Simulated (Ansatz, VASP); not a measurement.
**PbSe, level by level in two programs**

```
CELL_PARAMETERS angstrom
0.00000 3.10093 3.10093
3.10093 0.00000 3.10093
3.10093 3.10093 0.00000
ATOMIC_POSITIONS crystal
Pb 0.00000 0.00000 0.00000
Se 0.50000 0.50000 0.50000
```

Single points on this cell with VASP 6.6.1 and Ansatz 0.2.0. Each row is one pair of runs. Alike in all rows: spin: off; smearing: fermi-dirac, width 0.05 eV.

```csv
level,k mesh,"VASP's potentials, cutoff","Ansatz's potentials, cutoff","gap on the k mesh at the Fermi level (eV), VASP","gap on the k mesh at the Fermi level (eV), Ansatz","least direct gap on the mesh (eV), VASP","least direct gap on the mesh (eV), Ansatz","pressure (GPa), VASP","pressure (GPa), Ansatz"
r2SCAN+rVV10,8 × 8 × 8,"VASP PAW PBE potentials, release 64 (Pb_d, Se), 520 eV","Ansatz PAW, 500 eV",0.67,0.66,0.67,0.66,-1.4,-1.5
RPBE,8 × 8 × 8,"VASP PAW PBE potentials, release 64 (Pb_d, Se), 520 eV","Ansatz PAW, 420 eV",0.50,0.50,0.50,0.50,2.0,2.1
revPBE+D3(BJ),8 × 8 × 8,"VASP PAW PBE potentials, release 64 (Pb_d, Se), 520 eV","Ansatz PAW, 420 eV",0.48,0.47,0.48,0.47,-2.0,-2.0
BLYP+D4,8 × 8 × 8,"VASP PAW PBE potentials, release 64 (Pb_d, Se), 520 eV","Ansatz PAW, 420 eV",0.51,0.52,0.51,0.52,0.5,0.3
LDA,8 × 8 × 8,"VASP PAW LDA potentials, release 64 (Pb_d, Se), 520 eV","JTH PAW LDA, 1800 eV",0.28,0.30,0.28,0.30,-3.8,-3.8
RPBE+D3(BJ),8 × 8 × 8,"VASP PAW PBE potentials, release 64 (Pb_d, Se), 520 eV","Ansatz PAW, 420 eV",0.50,0.50,0.50,0.50,-11.3,-11.3
PBE-based screened hybrid,4 × 4 × 4,"VASP PAW PBE potentials, release 64 (Pb_d, Se), 520 eV","Ansatz PAW, 420 eV",0.73,0.71,0.73,0.71,-0.7,-0.6
```

Gap on the k mesh at the fermi level (eV): the two programs differ by at most 0.016; least direct gap on the mesh (eV): the two programs differ by at most 0.016; pressure (GPa): the two programs differ by at most 0.16.

VASP's potentials hold 20 valence electrons a cell and Ansatz's 30 in some rows, so a difference there can come from the potentials and not from the codes.

The k mesh is coarse in some rows, so the values compare programs but aren't converged. Spin-orbit coupling is off throughout.
